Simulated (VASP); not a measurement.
Write the native input for VASP 6.6.1 that does the following.

```
Task                   : single point
Functional             : PBE
Potentials or basis    : VASP PAW PBE potentials, release 64 (Pd)
Cutoff                 : 520 eV
k mesh                 : 18 × 18 × 7
Occupations            : gaussian, width 0.1 eV
Spin                   : no spin polarisation
Dipole correction      : no
Further INCAR settings : ALGO = Fast; EDIFF = 1e-06; NBANDS = 22
```

The structure of Pd lies in POSCAR:

```
Pd
1.0
    2.7873852038      0.0000000000      0.0000000000
   -1.3936926019      2.4139463966      0.0000000000
    0.0000000000      0.0000000000      6.8300973328
Pd
3
Direct
    0.0000000000      0.0000000000      0.0000000000
    0.3333333333      0.6666666667      0.3333333333
    0.6666666667      0.3333333333      0.6666666667
```

One way to write it, as run:

INCAR

```
SYSTEM = Pd
PREC = Accurate
ENCUT = 520
EDIFF = 1E-6
ISMEAR = 0
SIGMA = 0.1
LREAL = .False.
LASPH = .True.
NELM = 80
ALGO = Fast
ISIF = 2
LWAVE = .False.
LCHARG = .False.
GGA = PE
NBANDS = 22
```

KPOINTS

```
regular mesh
0
Gamma
  18 18 7
  0 0 0
```

Potentials or basis: VASP PAW PBE potentials, release 64 (Pd).

Run with:

```console
$ cat potpaw_PBE.64/Pd/POTCAR > POTCAR
$ mpirun -np 1 vasp_std > vasp.out
```

Results of the run:

```json
{"Pressure": "-0.2 GPa", "Band gap on the k mesh": "zero (bands 15 and 16 overlap by 1.13 eV)"}
```

It took 3.7 min on 1 thread of Intel Xeon 8259CL, on a shared host, peak memory 0.31 GiB.
